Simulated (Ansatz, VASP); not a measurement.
# Two plane-wave programs on C

```
CELL_PARAMETERS angstrom
1.22250 0.70581 3.30395
-1.22250 0.70581 3.30395
0.00000 -1.41163 3.30395
ATOMIC_POSITIONS crystal
C 0.83343 0.83343 0.83343
C 0.16657 0.16657 0.16657
```

Alike in both runs: functional LDA; k mesh 12 × 12 × 12; no spin polarisation.

Ansatz relaxed the structure, and its values are those at the end. VASP's run is a single point on that final structure, the one shown.

```csv
,VASP,Ansatz
version,VASP 6.6.1,Ansatz 0.2.0
potentials or method,"VASP PAW LDA potentials, release 64 (C), cutoff 520 eV","scalar-relativistic, plane waves, PAW"
occupations,"gaussian, width 0.01 eV",fixed
valence electrons in the cell,8,8
```

```csv
,VASP,Ansatz,Ansatz less VASP
gap on the k mesh at the Fermi level (eV),0.73,0.73,-0.001
least direct gap on the mesh (eV),0.73,0.73,-0.001
pressure (GPa),0.8,0.0,-0.83
```

LDA's correlation is that of Perdew and Zunger in VASP and of Perdew and Wang (1992) in Ansatz.
